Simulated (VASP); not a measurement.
SnSe, 4 atoms in the cell. The cell holds a slab with vacuum, 4 atoms: a = 4.033 Å, b = 4.033 Å, c = 12.410 Å, α = 90.00°, β = 90.00°, γ = 90.00°.  This cell differs from its parent crystal: ratio of the length along z to the lengths across it x 1.2, volume and fractional coordinates fixed.

- Program: VASP 6.6.1
- Task: single point
- Functional: r2SCAN
- Potentials or basis: VASP PAW PBE potentials, release 64 (Sn_d, Se)
- Cutoff: 520 eV
- k mesh: 8 × 8 × 4
- Occupations: gaussian, width 0.05 eV
- Spin: no spin polarisation
- Dipole correction: no
- Further INCAR settings: ALGO = Normal; EDIFF = 1e-06; NBANDS = 28

Potentials or basis: VASP PAW PBE potentials, release 64 (Sn_d, Se).

Command:

```sh
$ cat potpaw_PBE.64/Sn_d/POTCAR potpaw_PBE.64/Se/POTCAR > POTCAR
$ cp INCAR.step1 INCAR
$ mpirun -np 1 vasp_std > vasp.out
$ cp INCAR.step2 INCAR
$ mpirun -np 1 vasp_std > vasp.out
```

Hardware: 1 thread of Oxide Virtual Turin-like Processor, with other jobs on the host.

Task: How long does it take, and how much memory?

Result: Run time: 13 min on 1 thread of Oxide Virtual Turin-like Processor, with other jobs on the host, peak memory 0.43 GiB. Counts: k points 45.
